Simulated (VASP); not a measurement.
Set up this calculation in VASP 6.6.1, as the native input.

```
Task                   : single point
Functional             : PBE
Potentials or basis    : VASP PAW PBE potentials, release 64 (Li_sv, F)
Cutoff                 : 750 eV
k mesh                 : 10 × 10 × 10
Occupations            : gaussian, width 0.02 eV
Spin                   : no spin polarisation
Dipole correction      : no
Further INCAR settings : ALGO = Normal; EDIFF = 1e-06; NBANDS = 12
```

The structure of LiF lies in POSCAR:

```
LiF
1.0
    0.0000000000      2.0922474823      2.0922474823
    2.0922474823      0.0000000000      2.0922474823
    2.0922474823      2.0922474823      0.0000000000
Li F
1 1
Direct
    0.0000000000      0.0000000000      0.0000000000
    0.5000000000      0.5000000000      0.5000000000
```

One way to write it, as run:

INCAR

```
  PREC = Accurate
  ENCUT = 750
  EDIFF = 1E-6
  ISMEAR = 0
  SIGMA = 0.02
  LREAL = F
  LASPH = T
  NELM = 120
  ALGO = Normal
  ISIF = 2
  LWAVE = F
  LCHARG = F
  GGA = PE
  NBANDS = 12
  GGA_COMPAT = F
```

KPOINTS

```
Automatic mesh
0
Gamma
  10 10 10
```

Potentials or basis: VASP PAW PBE potentials, release 64 (Li_sv, F).

Command:

```bash
$ cat potpaw_PBE.64/Li_sv/POTCAR potpaw_PBE.64/F/POTCAR > POTCAR
$ mpirun -np 1 vasp_std > vasp.out
```

It gave:

```
Pressure               : -5.4 GPa
Band gap on the k mesh : 8.13 eV
```

Caveat: the cell stands under tension.

It took 10 s on 1 thread of AMD EPYC 9R45 96-Core Processor (Zen 5), on a shared host, peak memory 0.12 GiB.
